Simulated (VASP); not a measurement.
# HfO2 (Fm-3m) in VASP: single point with r2SCAN

Aim: the single point of HfO2 with r2SCAN.

Program: VASP 6.6.1. These are calculated values, not measurements. Logs are shortened: lines on timing, memory, paths and dates and some standing lists are left out, and cuts for length are marked.

## Step 1: The cell of the first run

Symmetry: Fm-3m, No. 225, cubic system. Conventional cell: a = 5.070 Å, b = 5.070 Å, c = 5.070 Å, α = 90.00°, β = 90.00°, γ = 90.00°. Hf (site symmetry m-3m) has 8 O at 2.20 Å within 2.9 Å. Within 2.9 Å of O (site symmetry -43m) lie 4 Hf at 2.20 Å and 6 O at 2.54 Å.

## Step 2: Single point, r2SCAN

POSCAR

```
HfO2
1.0
    0.0000000000      2.5350000000      2.5350000000
    2.5350000000      0.0000000000      2.5350000000
    2.5350000000      2.5350000000      0.0000000000
Hf O
1 2
Direct
    0.0000000000      0.0000000000      0.0000000000
    0.2500000000      0.2500000000      0.2500000000
    0.7500000000      0.7500000000      0.7500000000
```

INCAR.step1

```
SYSTEM = HfO2
PREC = Accurate ; ENCUT = 660
ISMEAR = -1 ; SIGMA = 0.1
LREAL = .FALSE. ; LASPH = .TRUE.
NELM = 120 ; NBANDS = 18
GGA = PE ; ALGO = Normal
EDIFF = 1E-5 ; LWAVE = .TRUE.
LCHARG = .FALSE. ; GGA_COMPAT = .FALSE.
```

INCAR.step2

```
SYSTEM = HfO2
PREC = Accurate ; ENCUT = 660
EDIFF = 1E-6 ; ISMEAR = -1
SIGMA = 0.1 ; LREAL = .FALSE.
LASPH = .TRUE. ; NELM = 120
ALGO = Normal ; ISIF = 2
LWAVE = .FALSE. ; LCHARG = .FALSE.
METAGGA = R2SCAN ; LMIXTAU = .TRUE.
NBANDS = 18 ; ISTART = 1
GGA_COMPAT = .FALSE.
```

KPOINTS

```
regular mesh
0
G
  4 4 4
  0 0 0
```

Potentials or basis: VASP PAW PBE potentials, release 64 (Hf_pv, O).

On the command line:

```console
$ cat potpaw_PBE.64/Hf_pv/POTCAR potpaw_PBE.64/O/POTCAR > POTCAR
$ cp INCAR.step1 INCAR
$ mpirun -np 1 vasp_std > vasp.out
$ cp INCAR.step2 INCAR
$ mpirun -np 1 vasp_std > vasp.out
```

OUTCAR:

```text
SYSTEM = HfO2
   PREC = Accurate
   ENCUT = 660
   EDIFF = 1E-6
   ISMEAR = -1
   LREAL = .FALSE.
   LASPH = .TRUE.
   NELM = 120
   ISIF = 2
   METAGGA = R2SCAN
   ISTART = 1

 ion  position               nearest neighbor table
   1  0.000  0.000  0.000-   3 2.20   3 2.20   3 2.20   2 2.20   3 2.20   2 2.20   2 2.20   2 2.20

   2  0.250  0.250  0.250-   1 2.20   1 2.20   1 2.20   1 2.20
   3  0.750  0.750  0.750-   1 2.20   1 2.20   1 2.20   1 2.20

  LATTYP: Found a face centered cubic cell.
 ALAT       =     5.0700000000

  Lattice vectors:

 A1 = (   0.0000000000,   2.5350000000,   2.5350000000)
 A2 = (   2.5350000000,   0.0000000000,   2.5350000000)
 A3 = (   2.5350000000,   2.5350000000,   0.0000000000)

Analysis of symmetry for initial positions (statically):
=====================================================================
 Subroutine PRICEL returns:
 Original cell was already a primitive cell.

 Routine SETGRP: Setting up the symmetry group for a
 face centered cubic supercell.

 Subroutine GETGRP returns: Found 48 space group operations
 (whereof 48 operations were pure point group operations)
 out of a pool of 48 trial point group operations.

The static configuration has the point symmetry O_h .

Analysis of symmetry for dynamics (positions and initial velocities):
=====================================================================
 Subroutine PRICEL returns:
 Original cell was already a primitive cell.

 Routine SETGRP: Setting up the symmetry group for a
 face centered cubic supercell.

 Subroutine GETGRP returns: Found 48 space group operations
 (whereof 48 operations were pure point group operations)
 out of a pool of 48 trial point group operations.

The dynamic configuration has the point symmetry O_h .

 Subroutine INISYM returns: Found 48 space group operations
 (whereof 48 operations are pure point group operations),
 and found     1 'primitive' translations

----------------------------------------------------------------------------------------

                                     Primitive cell

  volume of cell :      32.5810

  direct lattice vectors                    reciprocal lattice vectors
     0.000000000  2.535000000  2.535000000    -0.197238659  0.197238659  0.197238659
     2.535000000  0.000000000  2.535000000     0.197238659 -0.197238659  0.197238659
     2.535000000  2.535000000  0.000000000     0.197238659  0.197238659 -0.197238659

  length of vectors
     3.585031381  3.585031381  3.585031381     0.341627378  0.341627378  0.341627378

  position of ions in fractional coordinates (direct lattice)
     0.000000000  0.000000000  0.000000000
     0.250000000  0.250000000  0.250000000
     0.750000000  0.750000000  0.750000000

  ion indices of the primitive-cell ions
   primitive index   ion index
                 1           1
                 2           2
                 3           3

----------------------------------------------------------------------------------------

 KPOINTS: regular mesh

Automatic generation of k-mesh.
 Grid dimensions read from file:
 generate k-points for:    4    4    4

 Generating k-lattice:

  Cartesian coordinates                     Fractional coordinates (reciprocal lattice)
    -0.049309665  0.049309665  0.049309665     0.250000000  0.000000000  0.000000000
     0.049309665 -0.049309665  0.049309665     0.000000000  0.250000000  0.000000000
     0.049309665  0.049309665 -0.049309665     0.000000000  0.000000000  0.250000000

  Length of vectors
     0.085406845  0.085406845  0.085406845

  Shift w.r.t. Gamma in fractional coordinates (k-lattice)
     0.000000000  0.000000000  0.000000000

 Subroutine IBZKPT returns following result:
 ===========================================

 Found      8 irreducible k-points:

 Following reciprocal coordinates:
            Coordinates               Weight
  0.000000  0.000000  0.000000      1.000000
  0.250000  0.000000  0.000000      8.000000
  0.500000  0.000000  0.000000      4.000000
  0.250000  0.250000  0.000000      6.000000
  0.500000  0.250000  0.000000     24.000000
 -0.250000  0.250000  0.000000     12.000000
  0.500000  0.500000  0.000000      3.000000
 -0.250000  0.500000  0.250000      6.000000
   k-points           NKPTS =      8   k-points in BZ     NKDIM =      8   number of bands    NBANDS=     18
   number of dos      NEDOS =    301   number of ions     NIONS =      3
   total plane-waves  NPLWV =  27000
   dimension x,y,z NGX =    30 NGY =   30 NGZ =   30
   dimension x,y,z NGXF=    60 NGYF=   60 NGZF=   60
   ions per type =               1   2
   NGX,Y,Z   is equivalent  to a cutoff of  13.91, 13.91, 13.91 a.u.
   NGXF,Y,Z  is equivalent  to a cutoff of  27.82, 27.82, 27.82 a.u.
 SYSTEM =  HfO2
   PREC   = accura    normal or accurate (medium, high low for compatibility)
   ISTART =      1    job   : 0-new  1-cont  2-samecut
   ICHARG =      0    charge: 1-file 2-atom 10-const
   ISPIN  =      1    spin polarized calculation?
   LNONCOLLINEAR =      F non collinear calculations
   LSORBIT =      F    spin-orbit coupling
   LASPH  =      T    aspherical Exc in radial PAW
   ENCUT  =  660.0 eV  48.51 Ry    6.96 a.u.   7.51  7.51  7.51*2*pi/ulx,y,z
   NELM   =    120;   NELMIN=  2; NELMDL=  0     # of ELM steps
   EDIFF  = 0.1E-05   stopping-criterion for ELM
   LREAL  =      F    real-space projection
   EDIFFG = 0.1E-04   stopping-criterion for IOM
   NSW    =      0    number of steps for IOM
   IBRION =     -1    ionic relax: 0-MD 1-quasi-New 2-CG
   NFREE  =      0    steps in history (QN), initial steepest desc. (CG)
   ISIF   =      2    stress and relaxation
   ISYM   =      2    0-nonsym 1-usesym 2-fastsym
   POTIM  = 0.5000    time-step for ionic-motion
   TEBEG  =    0.0;   TEEND  =   0.0 temperature during run
   PSTRESS=    0.0 pullay stress
   NELECT =      22.0000    total number of electrons
   NUPDOWN=      -1.0000    fix difference up-down
   EMIN   =  10.00;   EMAX   =-10.00  energy-range for DOS
   EFERMI =   0.00;   METHOD = LEGACY
   ISMEAR =    -1;   SIGMA  =   0.10  broadening in eV -4-tet -1-fermi 0-gaus
   EFERMI_NEDOS =   21; number of points for ismear=-14 and -15
   IALGO  =     38    algorithm
   IMIX   =      4    mixing-type and parameters
     AMIX     =   0.40;   BMIX     =  1.00
     AMIX_MAG =   1.60;   BMIX_MAG =  1.00
  volume/ion in A,a.u.               =      10.86        73.29
  Fermi-wavevector in a.u.,A,eV,Ry     =   1.436242  2.714105 28.065995  2.062792
  Thomas-Fermi vector in A             =   2.555452
   LORBIT       =      0    0 simple, 1 ext, 2 COOP (PROOUT), +10 PAW based schemes
   METAGGA = R2SCAN    functional components
   LHFCALC =     F    Hartree Fock is set to
   AEXX    =    0.0000 exact exchange contribution
   IVDW    =     0    specifies the selected vdW correction
   LEPSILON=     F    determine dielectric tensor
   LRPA    =     F    only Hartree local field effects (RPA)
 non-spin polarized calculation
  energy-cutoff  :      660.00
  volume of cell :       32.58
 maximum number of plane-waves:      1283
   NGX = 15   NGY = 15   NGZ = 15

 number of electron      21.9999997 magnetization

 Free energy of the ion-electron system (eV)
  ---------------------------------------------------
  ext. energy  EPLUGINS =         0.00000000
  ---------------------------------------------------
  free energy    TOTEN  =       -68.55313035 eV

  energy without entropy =      -68.55313035  energy(sigma->0) =      -68.55313035

 E-fermi :   5.9874     XC(G=0): -12.5771

 val. band max:        3.9058458457   @ k =   0.5000   0.5000   0.0000
 cond. band min:       8.2041133596   @ k =   0.5000   0.5000   0.0000
 fundamental gap:      4.2982675139
 Fermi energy:         5.9874398843

 k-point     1 :       0.0000    0.0000    0.0000
  band No.  band energies     occupation
      1     -26.7495      2.00000
      2     -26.7495      2.00000
      3     -26.7495      2.00000
      4     -15.8201      2.00000
      5     -12.8199      2.00000
      6      -1.5333      2.00000
      7      -1.5333      2.00000
      8      -1.5333      2.00000
      9       3.2693      2.00000
     10       3.2693      2.00000
     11       3.2693      2.00000
     12       8.3129      0.00000
     13       8.3129      0.00000
     14      10.3734      0.00000
     15      14.9047      0.00000
     16      14.9047      0.00000
     17      14.9047      0.00000
     18      16.5752      0.00000

 k-point     2 :       0.2500    0.0000    0.0000
  band No.  band energies     occupation
      1     -26.9788      2.00000
      2     -26.7742      2.00000
      3     -26.7742      2.00000
      4     -15.1224      2.00000
      5     -13.3248      2.00000
      6      -0.9997      2.00000
      7      -0.9997      2.00000
      8      -0.1452      2.00000
      9       1.9176      2.00000
     10       2.4760      2.00000
     11       2.4760      2.00000
     12       9.0042      0.00000
     13       9.0042      0.00000
     14      11.4915      0.00000
     15      13.7769      0.00000
     16      14.1431      0.00000
     17      14.1431      0.00000
     18      16.5673      0.00000

 k-point     3 :       0.5000    0.0000    0.0000
  band No.  band energies     occupation
      1     -27.1912      2.00000
      2     -26.7988      2.00000
      3     -26.7988      2.00000
      4     -14.6007      2.00000
      5     -13.5155      2.00000
      6      -0.4584      2.00000
      7      -0.4584      2.00000
      8       0.8406      2.00000
      9       1.1002      2.00000
     10       2.0115      2.00000
     11       2.0115      2.00000
     12       9.0066      0.00000
     13       9.0066      0.00000
     14      11.3988      0.00000
     15      13.5236      0.00000
     16      13.8507      0.00000
     17      13.8507      0.00000
     18      16.5585      0.00000

 k-point     4 :       0.2500    0.2500    0.0000
  band No.  band energies     occupation
      1     -26.9981      2.00000
      2     -26.8103      2.00000
      3     -26.8103      2.00000
      4     -14.8265      2.00000
      5     -13.5222      2.00000
      6      -0.8695      2.00000
      7      -0.8695      2.00000
      8      -0.1940      2.00000
      9       0.7925      2.00000
     10       3.1974      2.00000
     11       3.1974      2.00000
     12       8.9116      0.00000
     13       9.0295      0.00000
     14      12.7728      0.00000
     15      13.2270      0.00000
     16      13.2270      0.00000
     17      13.5302      0.00000
     18      16.5694      0.00000

 k-point     5 :       0.5000    0.2500    0.0000
  band No.  band energies     occupation
      1     -27.1319      2.00000
      2     -26.9162      2.00000
      3     -26.8348      2.00000
      4     -14.1742      2.00000
      5     -13.7775      2.00000
      6      -1.4299      2.00000
      7      -0.2278      2.00000
      8      -0.0739      2.00000
      9       2.1706      2.00000
     10       2.5353      2.00000
     11       2.6881      2.00000
     12       8.8884      0.00000
     13       9.4930      0.00000
     14      11.5340      0.00000
     15      12.4358      0.00000
     16      13.0868      0.00000
     17      15.6699      0.00000
     18      16.5675      0.00000

 k-point     6 :      -0.2500    0.2500    0.0000
  band No.  band energies     occupation
      1     -27.0665      2.00000
      2     -26.9316      2.00000
      3     -26.7990      2.00000
      4     -14.3879      2.00000
      5     -13.7125      2.00000
      6      -1.1489      2.00000
      7       0.1546      2.00000
      8       0.2036      2.00000
      9       1.0747      2.00000
     10       1.7584      2.00000
     11       3.1762      2.00000
     12       8.7103      0.00000
     13       9.6559      0.00000
     14      11.7610      0.00000
     15      12.2828      0.00000
     16      13.6422      0.00000
     17      15.4092      0.00000
     18      16.5669      0.00000

 k-point     7 :       0.5000    0.5000    0.0000
  band No.  band energies     occupation
      1     -27.2224      2.00000
      2     -26.8705      2.00000
      3     -26.8705      2.00000
      4     -14.0990      2.00000
      5     -13.6861      2.00000
      6      -2.6205      2.00000
      7       0.3280      2.00000
      8       0.3280      2.00000
      9       2.3535      2.00000
     10       2.3535      2.00000
     11       3.9058      2.00000
     12       8.2041      0.00000
     13       9.9177      0.00000
     14      11.0787      0.00000
     15      12.5785      0.00000
     16      12.5785      0.00000
     17      16.5686      0.00000
     18      17.9815      0.00000

 k-point     8 :      -0.2500    0.5000    0.2500
  band No.  band energies     occupation
      1     -27.0501      2.00000
      2     -27.0501      2.00000
      3     -26.8724      2.00000
      4     -13.8868      2.00000
      5     -13.8868      2.00000
      6      -1.4472      2.00000
      7      -1.2350      2.00000
      8       1.2766      2.00000
      9       1.2766      2.00000
     10       2.5030      2.00000
     11       3.6872      2.00000
     12       9.1960      0.00000
     13       9.5816      0.00000
     14      11.5118      0.00000
     15      11.5118      0.00000
     16      12.7345      0.00000
     17      16.5677      0.00000
     18      17.3112      0.00000

------------------------ aborting loop because EDIFF is reached ----------------------------------------

  FORCE on cell =-STRESS in cart. coord.  units (eV):
  Direction    XX          YY          ZZ          XY          YZ          ZX
  --------------------------------------------------------------------------------------
  -------------------------------------------------------------------------------------
  Total       -1.2282517     -1.2282517     -1.2282517     -0.0000000      0.0000000     -0.0000000
  in kB      -60.3996015    -60.3996015    -60.3996015     -0.0000000      0.0000000     -0.0000000
  external PRESSURE =     -60.3996015 kB  Pullay stress =       0.0000000 kB

 VOLUME and BASIS-vectors are now :
 -----------------------------------------------------------------------------
  energy-cutoff  :      660.00
  volume of cell :       32.58
      direct lattice vectors                 reciprocal lattice vectors
     0.000000000  2.535000000  2.535000000    -0.197238659  0.197238659  0.197238659
     2.535000000  0.000000000  2.535000000     0.197238659 -0.197238659  0.197238659
     2.535000000  2.535000000  0.000000000     0.197238659  0.197238659 -0.197238659

 POSITION                                       TOTAL-FORCE (eV/Angst)
 -----------------------------------------------------------------------------------
      0.00000      0.00000      0.00000        -0.000000     -0.000000      0.000000
      1.26750      1.26750      1.26750         0.000000      0.000000      0.000000
      3.80250      3.80250      3.80250         0.000000     -0.000000     -0.000000
 -----------------------------------------------------------------------------------
    total drift:                                0.000000     -0.000000      0.000000

  FREE ENERGIE OF THE ION-ELECTRON SYSTEM (eV)
  ---------------------------------------------------
  free  energy   TOTEN  =       -68.5531303537 eV

  energy  without entropy=      -68.5531303534  energy(sigma->0) =      -68.55313035
```

It took 40 s on 1 thread of AMD EPYC 9R45 (Zen 5), shared host; peak memory 0.14 GiB.

Results:

- Free energy: -68.5531 eV
- Pressure: -6.0 GPa
- Band gap on the k mesh: 4.30 eV, direct

Levels at points of the mesh, in eV from the valence-band top:
| k point | band 8 | band 9 | band 10 | band 11 | band 12 | band 13 | band 14 | band 15 |
| --- | --- | --- | --- | --- | --- | --- | --- | --- |
| (0.00, 0.00, 0.00) | -5.44 | -0.64 | -0.64 | -0.64 | 4.41 | 4.41 | 6.47 | 11.00 |
| (0.50, 0.00, 0.00) | -3.07 | -2.81 | -1.89 | -1.89 | 5.10 | 5.10 | 7.49 | 9.62 |
| (0.50, 0.50, 0.00) | -3.58 | -1.55 | -1.55 | 0.00 | 4.30 | 6.01 | 7.17 | 8.67 |

Caveat: the k points lie up to 0.54 Å⁻¹ apart; the PAW data sets were made with another functional, which shifts forces and pressure a little; spin-orbit coupling is left out, which moves the levels of the heavy elements. r2SCAN opens gaps a little over a GGA but as a rule still falls short of measured ones.
